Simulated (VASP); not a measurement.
Runs of VASP 6.6.1 on WSe. The structure is that of space group Pm-3m (No. 221), or close to it. The cells are those of the table. 

```tsv
task	level	spin	U	cell	cutoff (eV)	smearing	gap on the mesh (eV)	pressure (GPa)	moment (μB)
single point	PBE	collinear, ferromagnetic start	-	a = 3.149 Å, 2 atoms	520	gaussian 0.1 eV	none	0.4	0.00
relaxation of cell and atoms	PBE	off	-	relaxed from a = 3.147 Å, 2 atoms	600	gaussian 0.1 eV	none	0.0	-
single point	PBE	collinear, ferromagnetic start	-	a = 3.346 Å, 2 atoms	520	gaussian 0.1 eV	none	-23.6	0.00
single point	PBE+U	collinear, ferromagnetic start	W d U = 5.0 eV	a = 3.149 Å, 2 atoms	520	gaussian 0.05 eV	none	16.9	(a)
single point	PBE	off	-	a = 3.346 Å, 2 atoms	520	gaussian 0.1 eV	none	-23.6	-
```

Alike in all rows: potentials or basis VASP PAW PBE potentials, release 64 (W_sv, Se); k mesh 14 × 14 × 14.

Q: Fill in the values left out.

A: (a) 1.51.

Caveats: spin-orbit coupling is left out, which moves the levels of the heavy elements.

A k mesh can miss the band edges, and the runs leave out spin-orbit coupling on Se, W.

A gap of «none» marks levels without a gap at the run's occupations.
